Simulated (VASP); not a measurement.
Input of a VASP 6.6.1 run:

INCAR

```
ALGO = Normal
EDIFF = 1E-6
ENCUT = 520
ISIF = 2
ISMEAR = 0
LASPH = T
LCHARG = F
LREAL = F
LWAVE = F
NBANDS = 16
NELM = 60
PREC = Accurate
SIGMA = 0.01
```

KPOINTS

```
k-points
0
Gamma
  12 12 4
```

POSCAR

```
BeTe
1.0
    4.0308527429      0.0000000000      0.0000000000
   -2.0154263714      3.4908208742      0.0000000000
    0.0000000000      0.0000000000      8.1440445297
Be Te
2 2
Direct
    0.3333333333      0.6666666667      0.2500000000
    0.6666666667      0.3333333333      0.7500000000
    0.6666666667      0.3333333333      0.2500000000
    0.3333333333      0.6666666667      0.7500000000
```

Potentials or basis: VASP PAW LDA potentials, release 64 (Be, Te).

Command:

```console
$ cat potpaw_LDA.64/Be/POTCAR potpaw_LDA.64/Te/POTCAR > POTCAR
$ mpirun -np 1 vasp_std > vasp.out
```

Estimate the pressure.

-2.0 GPa.

Estimate the band gap on the k mesh.

2.48 eV, indirect (least direct gap 2.67 eV).

Stress tensor (GPa, compression positive):
```
-2.41  0.00  0.00
 0.00 -2.41  0.00
 0.00  0.00 -1.15
```

Caveat: spin-orbit coupling is left out, which moves the levels of the heavy elements. A k mesh can miss the band edges.
